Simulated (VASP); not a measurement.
# ScF3 (Pm-3m) in VASP: further runs

Runs on ScF3. Level: LDA. Tasks: single point.

Everything below comes from runs of VASP 6.6.1. Logs are shortened: lines on timing, memory, paths and dates and some standing lists are left out, and cuts for length are marked.

### 1 The cell of the first run

It takes space group Pm-3m (No. 221, cubic). Conventional cell: a = 3.931 Å, b = 3.931 Å, c = 3.931 Å, α = 90.00°, β = 90.00°, γ = 90.00°. Within 2.6 Å of Sc (site symmetry m-3m) lie 6 F at 1.97 Å. F (site symmetry 4/mmm) has 2 Sc at 1.97 Å within 2.6 Å.

### 2 Single point, LDA (volume scaled by 0.94)

Contents of INCAR:

```
SYSTEM = ScF3
  ALGO = Normal
  EDIFF = 1E-6
  ENCUT = 520
  GGA = CA
  ISIF = 2
  ISMEAR = -1
  LASPH = .TRUE.
  LCHARG = .FALSE.
  LREAL = .FALSE.
  LWAVE = .FALSE.
  NBANDS = 24
  NELM = 80
  PREC = Accurate
  SIGMA = 0.02
```

Contents of KPOINTS:

```
k-points
0
G
  6 6 6
  0 0 0
```

Contents of POSCAR:

```
ScF3
1.0
    3.9305402819      0.0000000000      0.0000000000
    0.0000000000      3.9305402819      0.0000000000
    0.0000000000      0.0000000000      3.9305402819
Sc F
1 3
Direct
    0.0000000000      0.0000000000      0.0000000000
    0.5000000000      0.0000000000      0.0000000000
    0.0000000000      0.5000000000      0.0000000000
    0.0000000000      0.0000000000      0.5000000000
```

Potentials or basis: VASP PAW LDA potentials, release 64 (Sc_sv, F).

On the command line:

```bash
$ cat potpaw_LDA.64/Sc_sv/POTCAR potpaw_LDA.64/F/POTCAR > POTCAR
$ mpirun -np 1 vasp_std > vasp.out
```

OUTCAR:

```text
SYSTEM = ScF3
   EDIFF = 1E-6
   ENCUT = 520
   GGA = CA
   ISIF = 2
   ISMEAR = -1
   LASPH = .TRUE.
   LREAL = .FALSE.
   NELM = 80
   PREC = Accurate

 ion  position               nearest neighbor table
   1  0.000  0.000  0.000-   2 1.97   3 1.97   4 1.97   4 1.97   3 1.97   2 1.97
   2  0.500  0.000  0.000-   1 1.97   1 1.97
   3  0.000  0.500  0.000-   1 1.97   1 1.97
   4  0.000  0.000  0.500-   1 1.97   1 1.97

  LATTYP: Found a simple cubic cell.
 ALAT       =     3.9305402819

  Lattice vectors:

 A1 = (   3.9305402819,   0.0000000000,   0.0000000000)
 A2 = (   0.0000000000,   3.9305402819,   0.0000000000)
 A3 = (   0.0000000000,   0.0000000000,   3.9305402819)

Analysis of symmetry for initial positions (statically):
=====================================================================
 Subroutine PRICEL returns:
 Original cell was already a primitive cell.

 Routine SETGRP: Setting up the symmetry group for a
 simple cubic supercell.

 Subroutine GETGRP returns: Found 48 space group operations
 (whereof 48 operations were pure point group operations)
 out of a pool of 48 trial point group operations.

The static configuration has the point symmetry O_h .

Analysis of symmetry for dynamics (positions and initial velocities):
=====================================================================
 Subroutine PRICEL returns:
 Original cell was already a primitive cell.

 Routine SETGRP: Setting up the symmetry group for a
 simple cubic supercell.

 Subroutine GETGRP returns: Found 48 space group operations
 (whereof 48 operations were pure point group operations)
 out of a pool of 48 trial point group operations.

The dynamic configuration has the point symmetry O_h .

 Subroutine INISYM returns: Found 48 space group operations
 (whereof 48 operations are pure point group operations),
 and found     1 'primitive' translations

----------------------------------------------------------------------------------------

                                     Primitive cell

  volume of cell :      60.7235

  direct lattice vectors                    reciprocal lattice vectors
     3.930540282  0.000000000  0.000000000     0.254417950  0.000000000  0.000000000
     0.000000000  3.930540282  0.000000000     0.000000000  0.254417950  0.000000000
     0.000000000  0.000000000  3.930540282     0.000000000  0.000000000  0.254417950

  length of vectors
     3.930540282  3.930540282  3.930540282     0.254417950  0.254417950  0.254417950

  position of ions in fractional coordinates (direct lattice)
     0.000000000  0.000000000  0.000000000
     0.500000000  0.000000000  0.000000000
     0.000000000  0.500000000  0.000000000
     0.000000000  0.000000000  0.500000000

  ion indices of the primitive-cell ions
   primitive index   ion index
                 1           1
                 2           2
                 3           3
                 4           4

----------------------------------------------------------------------------------------

 KPOINTS: k-points

Automatic generation of k-mesh.
 Grid dimensions read from file:
 generate k-points for:    6    6    6

 Generating k-lattice:

  Cartesian coordinates                     Fractional coordinates (reciprocal lattice)
     0.042402992  0.000000000  0.000000000     0.166666667  0.000000000  0.000000000
     0.000000000  0.042402992  0.000000000     0.000000000  0.166666667  0.000000000
     0.000000000  0.000000000  0.042402992     0.000000000  0.000000000  0.166666667

  Length of vectors
     0.042402992  0.042402992  0.042402992

  Shift w.r.t. Gamma in fractional coordinates (k-lattice)
     0.000000000  0.000000000  0.000000000

 Subroutine IBZKPT returns following result:
 ===========================================

 Found     20 irreducible k-points:

 Following reciprocal coordinates:
            Coordinates               Weight
  0.000000  0.000000  0.000000      1.000000
  0.166667  0.000000  0.000000      6.000000
  0.333333  0.000000  0.000000      6.000000
  0.500000  0.000000  0.000000      3.000000
  0.166667  0.166667  0.000000     12.000000
  0.333333  0.166667  0.000000     24.000000
[... 12 lines left out ...]
  0.500000  0.500000  0.333333      6.000000
  0.500000  0.500000  0.500000      1.000000
   k-points           NKPTS =     20   k-points in BZ     NKDIM =     20   number of bands    NBANDS=     24
   number of dos      NEDOS =    301   number of ions     NIONS =      4
   total plane-waves  NPLWV =  27000
   dimension x,y,z NGX =    30 NGY =   30 NGZ =   30
   dimension x,y,z NGXF=    60 NGYF=   60 NGZF=   60
   ions per type =               1   3
   NGX,Y,Z   is equivalent  to a cutoff of  12.69, 12.69, 12.69 a.u.
   NGXF,Y,Z  is equivalent  to a cutoff of  25.38, 25.38, 25.38 a.u.
 SYSTEM =  ScF3
   PREC   = accura    normal or accurate (medium, high low for compatibility)
   ISTART =      0    job   : 0-new  1-cont  2-samecut
   ICHARG =      2    charge: 1-file 2-atom 10-const
   ISPIN  =      1    spin polarized calculation?
   LNONCOLLINEAR =      F non collinear calculations
   LSORBIT =      F    spin-orbit coupling
   LASPH  =      T    aspherical Exc in radial PAW
   ENCUT  =  520.0 eV  38.22 Ry    6.18 a.u.   7.31  7.31  7.31*2*pi/ulx,y,z
   NELM   =     80;   NELMIN=  2; NELMDL= -5     # of ELM steps
   EDIFF  = 0.1E-05   stopping-criterion for ELM
   LREAL  =      F    real-space projection
   EDIFFG = 0.1E-04   stopping-criterion for IOM
   NSW    =      0    number of steps for IOM
   IBRION =     -1    ionic relax: 0-MD 1-quasi-New 2-CG
   NFREE  =      0    steps in history (QN), initial steepest desc. (CG)
   ISIF   =      2    stress and relaxation
   ISYM   =      2    0-nonsym 1-usesym 2-fastsym
   POTIM  = 0.5000    time-step for ionic-motion
   TEBEG  =    0.0;   TEEND  =   0.0 temperature during run
   PSTRESS=    0.0 pullay stress
   NELECT =      32.0000    total number of electrons
   NUPDOWN=      -1.0000    fix difference up-down
   EMIN   =  10.00;   EMAX   =-10.00  energy-range for DOS
   EFERMI =   0.00;   METHOD = LEGACY
   ISMEAR =    -1;   SIGMA  =   0.02  broadening in eV -4-tet -1-fermi 0-gaus
   EFERMI_NEDOS =   21; number of points for ismear=-14 and -15
   IALGO  =     38    algorithm
   IMIX   =      4    mixing-type and parameters
     AMIX     =   0.40;   BMIX     =  1.00
     AMIX_MAG =   1.60;   BMIX_MAG =  1.00
  volume/ion in A,a.u.               =      15.18       102.45
  Fermi-wavevector in a.u.,A,eV,Ry     =   1.322328  2.498838 23.790490  1.748552
  Thomas-Fermi vector in A             =   2.452017
   LORBIT       =      0    0 simple, 1 ext, 2 COOP (PROOUT), +10 PAW based schemes
   GGA     = CA    functional components
   LHFCALC =     F    Hartree Fock is set to
   AEXX    =    0.0000 exact exchange contribution
   IVDW    =     0    specifies the selected vdW correction
   LEPSILON=     F    determine dielectric tensor
   LRPA    =     F    only Hartree local field effects (RPA)
 non-spin polarized calculation
  energy-cutoff  :      520.00
  volume of cell :       60.72
 maximum number of plane-waves:      1659
 NGX is ok and might be reduce to    30
   NGX = 15   NGY = 15   NGZ = 15

 number of electron      31.9999973 magnetization

 Free energy of the ion-electron system (eV)
  ---------------------------------------------------
  ext. energy  EPLUGINS =         0.00000000
  ---------------------------------------------------
  free energy    TOTEN  =       -29.54881208 eV

  energy without entropy =      -29.54881208  energy(sigma->0) =      -29.54881208

 E-fermi :  -3.0892     XC(G=0):  -9.1522

 val. band max:       -3.5717672648   @ k =   0.5000   0.5000   0.5000
 cond. band min:       2.9214319655   @ k =   0.0000   0.0000   0.0000
 fundamental gap:      6.4931992304
 Fermi energy:        -3.0892480978

 k-point     1 :       0.0000    0.0000    0.0000
  band No.  band energies     occupation
      1     -48.4330      2.00000
      2     -27.5348      2.00000
      3     -27.5348      2.00000
      4     -27.5348      2.00000
      5     -23.3522      2.00000
      6     -23.0635      2.00000
[... 16 lines left out ...]
     23      12.5625      0.00000
     24      12.5625      0.00000

 k-point     2 :       0.1667    0.0000    0.0000
  band No.  band energies     occupation
      1     -48.4311      2.00000
      2     -27.7069      2.00000
      3     -27.5332      2.00000
      4     -27.5332      2.00000
      5     -23.2853      2.00000
      6     -23.0620      2.00000
[... 16 lines left out ...]
     23      11.1298      0.00000
     24      12.8463      0.00000

 k-point     3 :       0.3333    0.0000    0.0000
  band No.  band energies     occupation
      1     -48.4274      2.00000
      2     -28.0034      2.00000
      3     -27.5300      2.00000
      4     -27.5300      2.00000
      5     -23.2538      2.00000
      6     -23.0581      2.00000
[... 16 lines left out ...]
     23       9.3370      0.00000
     24      13.4918      0.00000

 k-point     4 :       0.5000    0.0000    0.0000
  band No.  band energies     occupation
      1     -48.4255      2.00000
      2     -28.1342      2.00000
      3     -27.5284      2.00000
      4     -27.5284      2.00000
      5     -23.2472      2.00000
      6     -23.0567      2.00000
[... 16 lines left out ...]
     23       8.3617      0.00000
     24      13.8702      0.00000

 k-point     5 :       0.1667    0.1667    0.0000
  band No.  band energies     occupation
      1     -48.4293      2.00000
      2     -27.7073      2.00000
      3     -27.7030      2.00000
      4     -27.5316      2.00000
      5     -23.2039      2.00000
      6     -22.8711      2.00000
[... 343 lines left out ...]
 k-point    18 :       0.5000    0.3333    0.3333
  band No.  band energies     occupation
      1     -48.4143      2.00000
      2     -28.1219      2.00000
      3     -27.9912      2.00000
      4     -27.9880      2.00000
      5     -22.2724      2.00000
      6     -22.2235      2.00000
[... 16 lines left out ...]
     23       9.8831      0.00000
     24      10.6679      0.00000

 k-point    19 :       0.5000    0.5000    0.3333
  band No.  band energies     occupation
      1     -48.4125      2.00000
      2     -28.1199      2.00000
      3     -28.1199      2.00000
      4     -27.9877      2.00000
      5     -22.2464      2.00000
      6     -21.9615      2.00000
[... 16 lines left out ...]
     23      10.5133      0.00000
     24      10.5133      0.00000

 k-point    20 :       0.5000    0.5000    0.5000
  band No.  band energies     occupation
      1     -48.4106      2.00000
      2     -28.1179      2.00000
      3     -28.1179      2.00000
      4     -28.1179      2.00000
      5     -21.9601      2.00000
      6     -21.9601      2.00000
[... 16 lines left out ...]
     23      11.8787      0.00000
     24      11.8787      0.00000

------------------------ aborting loop because EDIFF is reached ----------------------------------------

  FORCE on cell =-STRESS in cart. coord.  units (eV):
  Direction    XX          YY          ZZ          XY          YZ          ZX
  --------------------------------------------------------------------------------------
  -------------------------------------------------------------------------------------
  Total        1.7275220      1.7275220      1.7275220      0.0000000     -0.0000000      0.0000000
  in kB       45.5803256     45.5803256     45.5803256      0.0000000     -0.0000000      0.0000000
  external PRESSURE =      45.5803256 kB  Pullay stress =       0.0000000 kB

 VOLUME and BASIS-vectors are now :
 -----------------------------------------------------------------------------
  energy-cutoff  :      520.00
  volume of cell :       60.72
      direct lattice vectors                 reciprocal lattice vectors
     3.930540282  0.000000000  0.000000000     0.254417950  0.000000000  0.000000000
     0.000000000  3.930540282  0.000000000     0.000000000  0.254417950  0.000000000
     0.000000000  0.000000000  3.930540282     0.000000000  0.000000000  0.254417950

 POSITION                                       TOTAL-FORCE (eV/Angst)
 -----------------------------------------------------------------------------------
      0.00000      0.00000      0.00000         0.000000      0.000000      0.000000
      1.96527      0.00000      0.00000         0.000000      0.000000      0.000000
      0.00000      1.96527      0.00000         0.000000      0.000000      0.000000
      0.00000      0.00000      1.96527         0.000000      0.000000      0.000000
 -----------------------------------------------------------------------------------
    total drift:                                0.000000      0.000000      0.000000

  FREE ENERGIE OF THE ION-ELECTRON SYSTEM (eV)
  ---------------------------------------------------
  free  energy   TOTEN  =       -29.5488120754 eV

  energy  without entropy=      -29.5488120754  energy(sigma->0) =      -29.54881208
```

It took 33 s on 1 thread of Intel Xeon Platinum 8175M at 2.50GHz (Skylake/Cascade Lake), shared host; peak memory 0.16 GiB.

Results:

```yaml
Free_energy: -29.5488 eV
Pressure: 4.6 GPa
Band_gap_on_the_k_mesh: 6.49 eV, indirect (least direct gap 7.02 eV)
```

 A k mesh can miss the band edges.

### 3 Single point, LDA (volume scaled by 0.98)

Contents of INCAR:

```
SYSTEM = ScF3
ALGO = Normal
EDIFF = 1E-7
ENCUT = 520
ISIF = 2
ISMEAR = -1
LASPH = .TRUE.
LCHARG = .FALSE.
LREAL = .FALSE.
LWAVE = .FALSE.
NBANDS = 24
NELM = 80
PREC = Accurate
SIGMA = 0.02
```

KPOINTS is that of step 2.

Contents of POSCAR:

```
ScF3
1.0
    3.9855199940      0.0000000000      0.0000000000
    0.0000000000      3.9855199940      0.0000000000
    0.0000000000      0.0000000000      3.9855199940
Sc F
1 3
Direct
    0.0000000000      0.0000000000      0.0000000000
    0.5000000000      0.0000000000      0.0000000000
    0.0000000000      0.5000000000      0.0000000000
    0.0000000000      0.0000000000      0.5000000000
```

Potentials or basis: VASP PAW LDA potentials, release 64 (Sc_sv, F).

On the command line:

```bash
$ cat potpaw_LDA.64/Sc_sv/POTCAR potpaw_LDA.64/F/POTCAR > POTCAR
$ mpirun -np 1 vasp_std > vasp.out
```

It took 35 s on 1 thread of Intel Xeon Platinum 8175M at 2.50GHz (Skylake/Cascade Lake), shared host; peak memory 0.16 GiB.

The run converged. Its results:

| Quantity | Value |
| --- | --- |
| Free energy | -29.5874 eV |
| Pressure | -0.3 GPa |
| Band gap on the k mesh | 6.29 eV, indirect (least direct gap 6.82 eV) |

Levels at points of the mesh, in eV from the valence-band top:
```
           k point  band 14  band 15  band 16  band 17  band 18  band 19
(0.00, 0.00, 0.00)    -0.53    -0.53    -0.53     6.29     6.29     6.29
(0.50, 0.00, 0.00)    -0.74    -0.55    -0.55     6.33     7.25     7.25
(0.50, 0.50, 0.00)    -0.99    -0.99    -0.01     7.29     7.29     7.96
(0.50, 0.50, 0.50)     0.00     0.00     0.00     8.01     8.01     8.01
```

 A k mesh can miss the band edges.

### 4 Single point, LDA (volume scaled by 1.01)

Contents of INCAR:

```
PREC = Accurate
ENCUT = 520
EDIFF = 1E-6
ISMEAR = -1
SIGMA = 0.02
LREAL = F
LASPH = T
NELM = 80
ALGO = Normal
ISIF = 2
LWAVE = F
LCHARG = F
GGA = CA
NBANDS = 24
```

Contents of KPOINTS:

```
regular mesh
0
Gamma
  6 6 6
```

Contents of POSCAR:

```
ScF3
1.0
    4.0257804966      0.0000000000      0.0000000000
    0.0000000000      4.0257804966      0.0000000000
    0.0000000000      0.0000000000      4.0257804966
Sc F
1 3
Direct
    0.0000000000      0.0000000000      0.0000000000
    0.5000000000      0.0000000000      0.0000000000
    0.0000000000      0.5000000000      0.0000000000
    0.0000000000      0.0000000000      0.5000000000
```

On the command line:

```bash
$ cat potpaw_LDA.64/Sc_sv/POTCAR potpaw_LDA.64/F/POTCAR > POTCAR
$ mpirun -np 1 vasp_std > vasp.out
```

Run time: 38 s. Hardware: 1 thread of Intel Xeon Platinum 8175M at 2.50GHz (Skylake/Cascade Lake), shared host; peak memory 0.15 GiB.

Results (log left out):

```yaml
Free_energy: -29.5692 eV
Pressure: -3.3 GPa
Band_gap_on_the_k_mesh: 6.13 eV, indirect (least direct gap 6.66 eV)
```

Levels at points of the mesh, in eV from the valence-band top:
```
           k point  band 13  band 14  band 15  band 16  band 17  band 18  band 19  band 20
(0.00, 0.00, 0.00)    -0.58    -0.53    -0.53    -0.53     6.13     6.13     6.13     7.58
(0.50, 0.00, 0.00)    -1.16    -0.70    -0.54    -0.54     6.17     7.04     7.04     7.89
(0.50, 0.50, 0.00)    -1.14    -0.95    -0.95     0.00     7.08     7.08     7.71     8.53
(0.50, 0.50, 0.50)    -2.27     0.00     0.00     0.00     7.76     7.76     7.76    10.65
```

 A k mesh can miss the band edges.

### 5 Overview

| cell | gap on the mesh (eV) | pressure (GPa) |
| --- | --- | --- |
| a = 3.931 Å, 4 atoms | 6.49 | 4.6 |
| a = 3.986 Å, 4 atoms | 6.29 | -0.3 |
| a = 4.026 Å, 4 atoms | 6.13 | -3.3 |

Alike in all rows: task single point; level LDA; potentials or basis VASP PAW LDA potentials, release 64 (Sc_sv, F); no spin polarisation; k mesh 6 × 6 × 6; cutoff (eV) 520; smearing fermi-dirac 0.02 eV.

Total energies depend on the potentials used, so only differences within one code and one set of settings carry meaning.
